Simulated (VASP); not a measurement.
Input of a VASP 6.6.1 run:

File POSCAR:

```
SrTiO3
1.0
    3.9068515030      0.0000000000      0.0000000000
    0.0000000000      3.7552656647      0.0000000000
    0.0000000000      0.0000000000      3.9068515030
Sr Ti O
1 1 3
Direct
    0.0000000000      0.0000000000      0.0000000000
    0.5000000000      0.5000000000      0.5000000000
    0.5000000000      0.0000000000      0.5000000000
    0.5000000000      0.5000000000      0.0000000000
    0.0000000000      0.5000000000      0.5000000000
```

File INCAR.step1:

```
SYSTEM = SrTiO3
ALGO = Normal ; EDIFF = 1E-5
ENCUT = 910 ; GGA = PE
GGA_COMPAT = .FALSE. ; ISMEAR = 0
LASPH = .TRUE. ; LCHARG = .FALSE.
LREAL = .FALSE. ; LWAVE = .TRUE.
NBANDS = 28 ; NELM = 120
PREC = Accurate ; SIGMA = 0.01
```

File INCAR.step2:

```
SYSTEM = SrTiO3
ALGO = Normal ; EDIFF = 1E-6
ENCUT = 910 ; GGA_COMPAT = .FALSE.
ISIF = 2 ; ISMEAR = 0
ISTART = 1 ; LASPH = .TRUE.
LCHARG = .FALSE. ; LMIXTAU = .TRUE.
LREAL = .FALSE. ; LWAVE = .FALSE.
METAGGA = R2SCAN ; NBANDS = 28
NELM = 120 ; PREC = Accurate
SIGMA = 0.01
```

File KPOINTS:

```
k-points
0
G
  6 6 6
  0 0 0
```

Potentials or basis: VASP PAW PBE potentials, release 64 (Sr_sv, Ti_sv, O_h).

Launch:

```console
$ cat potpaw_PBE.64/Sr_sv/POTCAR potpaw_PBE.64/Ti_sv/POTCAR potpaw_PBE.64/O_h/POTCAR > POTCAR
$ cp INCAR.step1 INCAR
$ mpirun -np 1 vasp_std > vasp.out
$ cp INCAR.step2 INCAR
$ mpirun -np 1 vasp_std > vasp.out
```

Estimate the band gap on the k mesh.

2.30 eV (least direct gap 2.64 eV).

What does it give for the pressure?

9.5 GPa.

Stress tensor (GPa, compression positive):
```
 5.39  0.00  0.00
 0.00 17.76  0.00
 0.00  0.00  5.39
```

Caveat: the cell differs from its parent crystal (uniaxial y strain -3.9%); the cutoff is under 1.25 times the usual one of these potentials, so pressure, stress and relaxed cells hold a basis-set (Pulay) error; the cell stands under pressure; the PAW data sets were made with another functional, which shifts forces and pressure a little. A k mesh can miss the band edges.
